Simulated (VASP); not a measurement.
Tc, 2 atoms in the cell. Symmetry: P6_3/mmc, No. 194, hexagonal system. Conventional cell: a = 2.687 Å, b = 2.687 Å, c = 4.299 Å, α = 90.00°, β = 90.00°, γ = 120.00°. Within 3.5 Å of Tc (site symmetry -6m2) lie 12 Tc at 2.65 to 2.69 Å.  This cell differs from its parent crystal: volume scaled by 0.960.

```yaml
Program: VASP 6.6.1
Task: single point
Functional: PBEsol
Potentials_or_basis: VASP PAW PBE potentials, release 64 (Tc_pv)
Cutoff: 520 eV
k_mesh: 18 × 18 × 10
Occupations: gaussian, width 0.05 eV
Spin: no spin polarisation
Dipole_correction: no
Further_INCAR_settings: ALGO = Fast; EDIFF = 1e-07; NBANDS = 20
```

Potentials or basis: VASP PAW PBE potentials, release 64 (Tc_pv).

Launch:

```sh
$ cat potpaw_PBE.64/Tc_pv/POTCAR > POTCAR
$ mpirun -np 1 vasp_std > vasp.out
```

Hardware: 1 thread of Intel(R) Xeon(R) 6975P-C (Granite Rapids), with other jobs on the host.

How long does it take, and how much memory?

Run time: 39 s on 1 thread of Intel(R) Xeon(R) 6975P-C (Granite Rapids), with other jobs on the host, peak memory 0.2 GiB. Counts: scf iterations 15, k points 222.
